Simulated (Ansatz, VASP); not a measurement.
## Two plane-wave programs on GaN

The input INCAR:

```
PREC = Accurate
ENCUT = 520
EDIFF = 1E-6
ISMEAR = 0
SIGMA = 0.05
LREAL = F
LASPH = T
NELM = 80
ALGO = Normal
ISIF = 2
LWAVE = F
LCHARG = T
LELF = T
LVHAR = T
NBANDS = 46
```

Contents of KPOINTS:

```
Automatic mesh
0
Gamma
  8 6 6
```

Contents of POSCAR:

```
GaN
1.0
   -3.1515767111      0.0000000000      0.0000000000
    0.0000000000      0.0000000000     -5.1382481593
    0.0000000000     -5.4586909876      0.0000000000
Ga N
4 4
Direct
    0.5000000000      0.0063240995      0.1718824652
    0.0000000000      0.0021942286      0.6614446786
    0.0000000000      0.5021942286      0.3385553214
    0.5000000000      0.5063240995      0.8281175348
    0.5000000000      0.6056302112      0.1674026811
    0.0000000000      0.6075466735      0.6658925871
    0.0000000000      0.1075466735      0.3341074129
    0.5000000000      0.1056302112      0.8325973189
```

Input for Ansatz:

```yaml
crystal:
  lattice:
    - [-3.1515767111, 0.0, 0.0]
    - [0.0, 0.0, -5.1382481593]
    - [0.0, -5.4586909876, 0.0]
  atoms:
    - { symbol: Ga, position: [0.5, 0.0063240995, 0.1718824652] }
    - { symbol: Ga, position: [0.0, 0.0021942286, 0.6614446786] }
    - { symbol: Ga, position: [0.0, 0.5021942286, 0.3385553214] }
    - { symbol: Ga, position: [0.5, 0.5063240995, 0.8281175348] }
    - { symbol: "N", position: [0.5, 0.6056302112, 0.1674026811] }
    - { symbol: "N", position: [0.0, 0.6075466735, 0.6658925871] }
    - { symbol: "N", position: [0.0, 0.1075466735, 0.3341074129] }
    - { symbol: "N", position: [0.5, 0.1056302112, 0.8325973189] }
basis:
  ecutwfc: 520.0
kpoints:
  mp_grid: { grid: [8, 6, 6] }
hamiltonian:
  xc: lda
  pseudopotentials: { kind: paw, azcp: { folder: soft_1 } }
scf:
  occupations: { method: gaussian, width: 0.05 }
output:
  forces: true
  stress: true
  eigenvalues: true
```

Change from the starting cell: mode 11 frozen in at -0.030 Å and mode 13 at +0.091 Å (largest displacements).

Alike in both runs: task single point; functional LDA; k mesh 8 × 6 × 6; occupations gaussian, width 0.05 eV; no spin polarisation.

```csv
,VASP,Ansatz
version,VASP 6.6.1,Ansatz 0.2.0
potentials or method,"VASP PAW LDA potentials, release 64 (Ga_d, N), cutoff 520 eV","scalar-relativistic, plane waves, PAW"
valence electrons in the cell,72,72
```

Ansatz gave:

* gap on the k mesh at the Fermi level (eV): 2.02
* least direct gap on the mesh (eV): 2.02
* pressure (GPa): 1.4
* traceless stress, the component that is largest in VASP (GPa): -6.72
* rms of the force components (eV/Å): 0.679

Task: What did VASP give for the same quantities?

Result: gap on the k mesh at the Fermi level (eV): 2.03; least direct gap on the mesh (eV): 2.03; pressure (GPa): 2.6; traceless stress, the component that is largest in VASP (GPa): -7.08; rms of the force components (eV/Å): 0.692.

Ansatz warns that its potentials were made for another functional, while VASP's fit it. LDA's correlation is that of Perdew and Zunger in VASP and of Perdew and Wang (1992) in Ansatz. Atom by atom the forces differ by 0.013 eV/Å (rms over components).
